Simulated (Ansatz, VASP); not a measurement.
Two plane-wave programs on CuO

INCAR

```
PREC = Accurate
ENCUT = 820
EDIFF = 1E-6
ISMEAR = 0
SIGMA = 0.1
LREAL = F
LASPH = T
NELM = 120
ALGO = Normal
ISIF = 2
LWAVE = F
LCHARG = T
GGA = PE
LELF = T
LVHAR = T
NBANDS = 33
GGA_COMPAT = F
```

The input KPOINTS:

```
Automatic mesh
0
Gamma
  4 4 2
```

POSCAR

```
CuO
1.0
    2.3446500000     -1.7134000000      0.0000000000
    2.3446500000      1.7134000000      0.0000000000
   -0.8605500000      0.0000000000      5.0594400000
Cu O
2 2
Direct
    0.0032000000      0.4968000000      0.0000000000
    0.4968000000      0.0032000000      0.5000000000
    0.5714000000      0.4056000000      0.2537000000
    0.4056000000      0.5714000000      0.7537000000
```

Input for Ansatz:

```yaml
crystal:
  lattice:
    - [2.34465, -1.7134, 0.0]
    - [2.34465, 1.7134, 0.0]
    - [-0.86055, 0.0, 5.05944]
  atoms:
    - { symbol: Cu, position: [0.0032, 0.4968, 0.0] }
    - { symbol: Cu, position: [0.4968, 0.0032, 0.5] }
    - { symbol: O, position: [0.5714, 0.4056, 0.2537] }
    - { symbol: O, position: [0.4056, 0.5714, 0.7537] }
basis:
  ecutwfc: 420
kpoints:
  mp_grid: { grid: [4, 4, 2] }
hamiltonian:
  xc: pbe
scf:
  occupations: { method: gaussian, width: 0.1 }
output:
  forces: true
  stress: true
  eigenvalues: true
```

Alike in both runs: task single point; functional PBE; k mesh 4 × 4 × 2; occupations gaussian, width 0.1 eV; no spin polarisation.

|  | VASP | Ansatz |
| --- | --- | --- |
| version | VASP 6.6.1 | Ansatz 0.2.0 |
| potentials or method | VASP PAW PBE potentials, release 64 (Cu_sv_GW, O), cutoff 820 eV | scalar-relativistic, plane waves, PAW |
| valence electrons in the cell | 50 | 50 |

```csv
,VASP,Ansatz,Ansatz less VASP
gap on the k mesh at the Fermi level (eV),none,none,-
pressure (GPa),4.7,5.5,+0.89
"traceless stress, the component that is largest in VASP (GPa)",-1.29,-1.32,-0.025
rms of the force components (eV/Å),0.440,0.435,-0.0047
```

Atom by atom the forces differ by 0.007 eV/Å (rms over components). A gap of «none» marks a metal or a gap that the smearing closes.

The k mesh is coarse, so the values compare programs but aren't converged.
